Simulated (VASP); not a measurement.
# AlSi16 (a cell with a defect) in VASP: single point with PBE

Aim: the single point of AlSi16 (a cell with a defect) with PBE.

Everything below comes from runs of VASP 6.6.1. Logs are shortened: lines on timing, memory, paths and dates and some standing lists are left out, and cuts for length are marked.

## (1) The cell of the first run

The cell holds a defect, 17 atoms: a = 7.679 Å, b = 7.679 Å, c = 7.679 Å, α = 60.00°, β = 60.00°, γ = 60.00°.

## (2) Single point, PBE, collinear spin

Contents of INCAR:

```
  PREC = Accurate
  ENCUT = 520
  EDIFF = 1E-6
  ISMEAR = -1
  SIGMA = 0.05
  LREAL = Auto
  LASPH = T
  NELM = 150
  ALGO = Normal
  ISIF = 2
  LWAVE = F
  LCHARG = F
  ISPIN = 2
  MAGMOM = 0 0 0 0 0 0 0 0 0 0 0 0 0 0 0 0 1
  LORBIT = 11
  GGA = PE
  NBANDS = 52
```

Contents of KPOINTS:

```
regular mesh
0
Gamma
  2 2 2
```

Contents of POSCAR:

```
AlSi16
1.0
    0.0000000000      5.4300000000      5.4300000000
    5.4300000000      0.0000000000      5.4300000000
    5.4300000000      5.4300000000      0.0000000000
Si Al
16 1
Direct
   -0.0066078064     -0.0021592331     -0.0022594720
    0.1235732939      0.1201654895      0.1200136696
    0.0011623295     -0.0172405980      0.5011930844
    0.1229471580      0.1197777222      0.6229691065
    0.0011698189      0.5013426794     -0.0173718598
    0.1229498448      0.6230726392      0.1196891220
    0.0000236021      0.5001393856      0.5000445651
    0.1206559091      0.6208128338      0.6206838693
    0.4983163137     -0.0015263707     -0.0016551034
    0.6220842094      0.1222226812      0.1221095190
    0.4977178875     -0.0021602328      0.4934180048
    0.6199832961      0.1201679064      0.6236021819
    0.4977140191      0.4935333684     -0.0022637397
    0.6199949516      0.6237322537      0.1200280543
    0.4825996688      0.5013442824      0.5012024545
    0.6196695026      0.6230731090      0.6229727958
    0.8705590013      0.3707222840      0.3705881477
```

Potentials or basis: VASP PAW PBE potentials, release 64 (Si, Al).

Launch:

```console
$ cat potpaw_PBE.64/Si/POTCAR potpaw_PBE.64/Al/POTCAR > POTCAR
$ mpirun -np 1 vasp_std > vasp.out
```

OUTCAR:

```text
PREC = Accurate
   ENCUT = 520
   EDIFF = 1E-6
   ISMEAR = -1
   LREAL = Auto
   LASPH = T
   NELM = 150
   ISIF = 2
   ISPIN = 2
   LORBIT = 11
   GGA = PE

 ion  position               nearest neighbor table
   1  0.993  0.998  0.998-  10 2.33   6 2.35   4 2.35   2 2.35
   2  0.124  0.120  0.120-   9 2.35   1 2.35   5 2.39   3 2.39  17 2.72
   3  0.001  0.983  0.501-   8 2.27   4 2.39  12 2.39   2 2.39  17 2.43
   4  0.123  0.120  0.623-  11 2.35   1 2.35   7 2.39   3 2.39  17 2.74
   5  0.001  0.501  0.983-   8 2.27   6 2.39  14 2.39   2 2.39  17 2.43
   6  0.123  0.623  0.120-  13 2.35   1 2.35   7 2.39   5 2.39  17 2.74
   7  0.000  0.500  0.500-   8 2.27  16 2.39   6 2.39   4 2.39  17 2.43
   8  0.121  0.621  0.621-   7 2.27  15 2.27   5 2.27   3 2.27
   9  0.498  0.998  0.998-  10 2.33  14 2.35  12 2.35   2 2.35
  10  0.622  0.122  0.122-   9 2.33   1 2.33  11 2.33  13 2.33
  11  0.498  0.998  0.493-  10 2.33  16 2.35   4 2.35  12 2.35
  12  0.620  0.120  0.624-   9 2.35  11 2.35  15 2.39   3 2.39  17 2.72
  13  0.498  0.494  0.998-  10 2.33  16 2.35   6 2.35  14 2.35
  14  0.620  0.624  0.120-   9 2.35  13 2.35  15 2.39   5 2.39  17 2.72
  15  0.483  0.501  0.501-   8 2.27  16 2.39  14 2.39  12 2.39  17 2.43
  16  0.620  0.623  0.623-  13 2.35  11 2.35   7 2.39  15 2.39  17 2.74
  17  0.871  0.371  0.371-  15 2.43   5 2.43   3 2.43   7 2.43  14 2.72  12 2.72   2 2.72  16 2.74
                             6 2.74   4 2.74

  LATTYP: Found a face centered cubic cell.
 ALAT       =    10.8600000000

  Lattice vectors:

 A1 = (   0.0000000000,   5.4300000000,   5.4300000000)
 A2 = (   5.4300000000,   0.0000000000,   5.4300000000)
 A3 = (   5.4300000000,   5.4300000000,   0.0000000000)

Analysis of symmetry for initial positions (statically):
=====================================================================
 Subroutine PRICEL returns:
 Original cell was already a primitive cell.

 Routine SETGRP: Setting up the symmetry group for a
 face centered cubic supercell.

 Subroutine GETGRP returns: Found  2 space group operations
 (whereof  1 operations were pure point group operations)
 out of a pool of 48 trial point group operations.

The static configuration has the point symmetry C_1 .
 The point group associated with its full space group is C_1h.

Analysis of symmetry for dynamics (positions and initial velocities):
=====================================================================
 Subroutine PRICEL returns:
 Original cell was already a primitive cell.

[... 178 lines left out ...]
  ext. energy  EPLUGINS =         0.00000000
  ---------------------------------------------------
  free energy    TOTEN  =       -86.70908754 eV

  energy without entropy =      -86.68093929  energy(sigma->0) =      -86.69501341

 E-fermi :   6.9005     XC(G=0):  -9.6570

 val. band max:        6.6855846757   @ k =   0.0000   0.0000   0.0000
 cond. band min:       6.9053840238   @ k =   0.0000   0.0000   0.0000
 fundamental gap:      0.2197993481
 Fermi energy:         6.9005107023

 spin component 1

 k-point     1 :       0.0000    0.0000    0.0000
  band No.  band energies     occupation
      1      -6.0066      1.00000
      2      -3.5530      1.00000
      3      -3.5379      1.00000
      4      -3.5378      1.00000
      5      -3.5371      1.00000
      6      -2.3979      1.00000
[... 277 lines left out ...]
     44      10.3339      0.00000
     45      10.4620      0.00000
 Fermi energy:         6.9005107023

 spin component 2

 k-point     1 :       0.0000    0.0000    0.0000
  band No.  band energies     occupation
      1      -6.0066      1.00000
      2      -3.5530      1.00000
      3      -3.5379      1.00000
      4      -3.5378      1.00000
      5      -3.5371      1.00000
      6      -2.3979      1.00000
[... 277 lines left out ...]
     44      10.3339      0.00000
     45      10.4620      0.00000
 [bands above 45 left out]

------------------------ aborting loop because EDIFF is reached ----------------------------------------

  FORCE on cell =-STRESS in cart. coord.  units (eV):
  Direction    XX          YY          ZZ          XY          YZ          ZX
  --------------------------------------------------------------------------------------
  -------------------------------------------------------------------------------------
  Total       10.8089054     10.8091213     10.8089054      0.0162085      0.0162086      0.0152173
  in kB       54.0832542     54.0843341     54.0832542      0.0811007      0.0811012      0.0761408
  external PRESSURE =      54.0836142 kB  Pullay stress =       0.0000000 kB

 VOLUME and BASIS-vectors are now :
 -----------------------------------------------------------------------------
  energy-cutoff  :      520.00
  volume of cell :      320.21
      direct lattice vectors                 reciprocal lattice vectors
     0.000000000  5.430000000  5.430000000    -0.092081031  0.092081031  0.092081031
     5.430000000  0.000000000  5.430000000     0.092081031 -0.092081031  0.092081031
     5.430000000  5.430000000  0.000000000     0.092081031  0.092081031 -0.092081031

 POSITION                                       TOTAL-FORCE (eV/Angst)
 -----------------------------------------------------------------------------------
     10.83601     10.81185     10.81239         0.002351     -0.003658     -0.003011
      1.30417      1.32268      1.32350         0.000548     -0.002084     -0.002079
      8.05786      2.72779      5.34270        -0.000388     -0.005617     -0.000388
      4.03312      4.05033      1.31800        -0.000670     -0.000294     -0.000670
      8.05796      5.34202      2.72864        -0.000635     -0.000701     -0.006242
      4.03320      1.31753      4.05090        -0.000014     -0.001124      0.000072
[... 9 lines left out ...]
      6.76603      6.74755      6.74809         0.000072     -0.001124     -0.000014
      4.02532      6.73943      6.74016         0.007777      0.007881      0.007777
 -----------------------------------------------------------------------------------
    total drift:                               -0.003818     -0.007517     -0.014823

  FREE ENERGIE OF THE ION-ELECTRON SYSTEM (eV)
  ---------------------------------------------------
  free  energy   TOTEN  =       -86.7090875352 eV

  energy  without entropy=      -86.6809392925  energy(sigma->0) =      -86.69501341

 total charge

# of ion       s       p       d       tot
------------------------------------------
    1        0.746   0.950   0.000   1.696
    2        0.743   0.929   0.000   1.672
    3        0.758   0.949   0.000   1.707
    4        0.743   0.930   0.000   1.673
    5        0.758   0.949   0.000   1.707
    6        0.743   0.930   0.000   1.673
[... 9 lines left out ...]
   16        0.743   0.930   0.000   1.673
   17        0.507   0.336   0.000   0.843
--------------------------------------------------
tot         12.479  15.472   0.000  27.951

 magnetization (x)

# of ion       s       p       d       tot
------------------------------------------
    1        0.000   0.000   0.000   0.000
    2        0.000  -0.000   0.000  -0.000
    3       -0.000  -0.000   0.000  -0.000
    4        0.000  -0.000   0.000  -0.000
    5       -0.000  -0.000   0.000  -0.000
    6        0.000  -0.000   0.000  -0.000
[... 9 lines left out ...]
   16        0.000  -0.000   0.000  -0.000
   17       -0.000   0.000   0.000  -0.000
--------------------------------------------------
tot          0.000   0.000   0.000   0.000
```

Wall time 3.7 min (1 thread of Intel Xeon Platinum 8488C (Sapphire Rapids), shared host); peak memory 0.68 GiB.

Results:

```
Free energy                                           : -86.7091 eV
Pressure                                              : 5.4 GPa
Largest force                                         : 0.018 eV/Å
Net moment                                            : 0.00 μB per cell
Valence electrons inside the program's atomic spheres : Si 1.70, 1.67, 1.71, 1.75 (each value once); Al 0.84
```

Forces on the atoms (eV/Å):
```
Si   0.002 -0.004 -0.003
Si   0.001 -0.002 -0.002
Si   0.000 -0.006  0.000
Si  -0.001  0.000 -0.001
Si  -0.001 -0.001 -0.006
Si   0.000 -0.001  0.000
Si   0.010  0.011  0.010
Si   0.008  0.008  0.008
Si  -0.003 -0.003 -0.003
Si  -0.007 -0.007 -0.007
Si  -0.003 -0.004  0.002
Si  -0.002 -0.002  0.001
Si  -0.004  0.003 -0.004
Si  -0.002  0.001 -0.002
Si  -0.006 -0.001 -0.001
Si   0.000 -0.001  0.000
Al   0.008  0.008  0.008
```

Levels at points of the mesh, in eV from the Fermi level:
Spin up:
```
           k point  band 30  band 31  band 32  band 33  band 34  band 35  band 36  band 37
(0.00, 0.00, 0.00)    -1.75    -0.75    -0.75    -0.75    -0.22    -0.22    -0.21     0.00
(0.50, 0.00, 0.00)    -1.57    -1.41    -1.41    -0.61     0.23     0.54     0.56     0.87
(0.00, 0.50, 0.00)    -1.57    -1.41    -1.41    -0.61     0.23     0.54     0.56     0.87
(0.50, 0.50, 0.50)    -1.57    -1.41    -1.41    -0.60     0.22     0.54     0.54     0.88
(0.50, 0.50, 0.00)    -2.03    -2.02    -1.90    -0.25     0.19     1.09     1.40     1.41
(0.50, 0.00, 0.50)    -2.03    -2.02    -1.90    -0.25     0.19     1.09     1.40     1.41
```
Spin down:
```csv
k point,band 30,band 31,band 32,band 33,band 34,band 35,band 36,band 37
"(0.00, 0.00, 0.00)",-1.75,-0.75,-0.75,-0.75,-0.22,-0.22,-0.21,0.00
"(0.50, 0.00, 0.00)",-1.57,-1.41,-1.41,-0.61,0.23,0.54,0.56,0.87
"(0.00, 0.50, 0.00)",-1.57,-1.41,-1.41,-0.61,0.23,0.54,0.56,0.87
"(0.50, 0.50, 0.50)",-1.57,-1.41,-1.41,-0.60,0.22,0.54,0.54,0.88
"(0.50, 0.50, 0.00)",-2.03,-2.02,-1.90,-0.25,0.19,1.09,1.40,1.41
"(0.50, 0.00, 0.50)",-2.03,-2.02,-1.90,-0.25,0.19,1.09,1.40,1.41
```

Caveat: the k points lie up to 0.50 Å⁻¹ apart.
